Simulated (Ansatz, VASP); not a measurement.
# P: VASP and Ansatz over several settings

```xyz
4
Lattice="1.6141 -5.3535 0.0000 1.6141 5.3535 0.0000 0.0000 0.0000 4.4509" Properties=species:S:1:pos:R:3 pbc="T T T"
P     1.6141   -4.3271    2.6207
P     1.6141    4.3271    1.8301
P     1.6141   -1.0263    0.3953
P     1.6141    1.0263    4.0556
```

Single points on this cell with VASP 6.6.1 and Ansatz 0.2.0. Each row is one pair of runs. Alike in all rows: spin: off; k mesh: 8 × 8 × 6; smearing: fermi-dirac, width 0.05 eV; VASP's potentials, cutoff: VASP PAW PBE potentials, release 64 (P), 500 eV; Ansatz's potentials, cutoff: Ansatz PAW, 420 eV.

| level | gap on the k mesh at the Fermi level (eV), VASP | gap on the k mesh at the Fermi level (eV), Ansatz | least direct gap on the mesh (eV), VASP | least direct gap on the mesh (eV), Ansatz | pressure (GPa), VASP | pressure (GPa), Ansatz |
| --- | --- | --- | --- | --- | --- | --- |
| PBE+D4 | 0.02 | 0.02 | 0.02 | 0.02 | 4.1 | 4.5 |
| BLYP | 0.11 | 0.10 | 0.11 | 0.10 | 12.1 | 12.3 |
| SVWN5 | 0.08 | ? | 0.08 | ? | 3.2 | ? |

Fill in what Ansatz gave in row 3.

gap on the k mesh at the Fermi level (eV): 0.07; least direct gap on the mesh (eV): 0.07; pressure (GPa): 2.9.
